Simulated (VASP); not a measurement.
A run of VASP 6.6.1:

File INCAR:

```
ALGO = Normal
EDIFF = 1E-7
ENCUT = 520
GGA = PS
ISIF = 2
ISMEAR = -1
LASPH = True
LCHARG = False
LREAL = False
LWAVE = False
NBANDS = 17
NELM = 100
PREC = Accurate
SIGMA = 0.05
```

KPOINTS

```
k-points
0
Gamma
  10 10 5
```

The input POSCAR:

```
Hf
1.0
    3.1145058887      0.0000000000      0.0000000000
   -1.5572529443      2.6972412198      0.0000000000
    0.0000000000      0.0000000000      4.9289117348
Hf
2
Direct
    0.6666666667      0.3333333333      0.7500000000
    0.3333333333      0.6666666667      0.2500000000
```

Potentials or basis: VASP PAW PBE potentials, release 64 (Hf_pv).

The run is started by

```console
$ cat potpaw_PBE.64/Hf_pv/POTCAR > POTCAR
$ mpirun -np 1 vasp_std > vasp.out
```

Hardware: 1 thread of AMD EPYC 7R13 (shared host).

Problem. Estimate the wall time of this run.

Solution. It took 56 s on 1 thread of AMD EPYC 7R13, on a shared host, peak memory 0.14 GiB. Counts: scf iterations 12, k points 42.
